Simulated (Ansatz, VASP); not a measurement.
## AlNi: VASP beside Ansatz

The input INCAR:

```
PREC = Accurate ; ENCUT = 520
EDIFF = 1E-6 ; ISMEAR = -1
SIGMA = 0.1 ; LREAL = F
LASPH = T ; NELM = 150
ALGO = Normal ; ISIF = 2
LWAVE = F ; LCHARG = F
ISPIN = 2 ; MAGMOM = 0 1
LORBIT = 11 ; LMAXMIX = 4
GGA = PE ; NBANDS = 18
```

The input KPOINTS:

```
regular mesh
0
Gamma
  7 7 7
```

Contents of POSCAR:

```
AlNi
1.0
    2.8464400000     -0.0132800000     -0.0236700000
   -0.0132800000      2.8658200000     -0.0001300000
   -0.0236700000     -0.0001300000      2.9247500000
Al Ni
1 1
Direct
    0.9994100000      0.0032500000      0.0032900000
    0.4972384436      0.4880639481      0.5061145036
```

Input for Ansatz:

```yaml
crystal:
  lattice:
    - [2.84644, -0.01328, -0.02367]
    - [-0.01328, 2.86582, -0.00013]
    - [-0.02367, -0.00013, 2.92475]
  atoms:
    - { symbol: Al, position: [0.99941, 0.00325, 0.00329] }
    - { symbol: Ni, position: [0.4972384436454488, 0.48806394805573217, 0.5061145035898231], spin: 1.0 }
basis:
  ecutwfc: 540.0
  xc_grid: 2
kpoints:
  mp_grid:
    grid: [7, 7, 7]
hamiltonian:
  xc: pbe
magnetization:
  spin_polarized: true
scf:
  convergence:
    dr2_threshold: 1.0e-09
  occupations:
    method: fermi_dirac
output:
  forces: true
  stress: true
```

Alike in both runs: task single point; functional PBE; k mesh 7 × 7 × 7; collinear spin.

```csv
,VASP,Ansatz
version,VASP 6.6.1,Ansatz 0.2.0
potentials or method,"VASP PAW PBE potentials, release 64 (Al, Ni), cutoff 520 eV","plane waves, PAW"
occupations,"fermi-dirac, width 0.1 eV",fermi-dirac
valence electrons in the cell,13,21
```

Ansatz gave:

```
pressure (GPa)                                                : 2.6
traceless stress, the component that is largest in VASP (GPa) : 1.89
rms of the force components (eV/Å)                            : 0.155
net moment per atom (μB)                                      : 0.00
```

Task: Which values does VASP return?

Result: Pressure (GPa): 2.6; traceless stress, the component that is largest in VASP (GPa): 1.90; rms of the force components (eV/Å): 0.156; net moment per atom (μB): 0.00.

Atom by atom the forces differ by 0.001 eV/Å (rms over components). VASP's potentials hold 13 valence electrons a cell and Ansatz's 21, so a difference there can come from the potentials and not from the codes. Ansatz's warnings: seeded moment not kept, stress scf threshold loose.
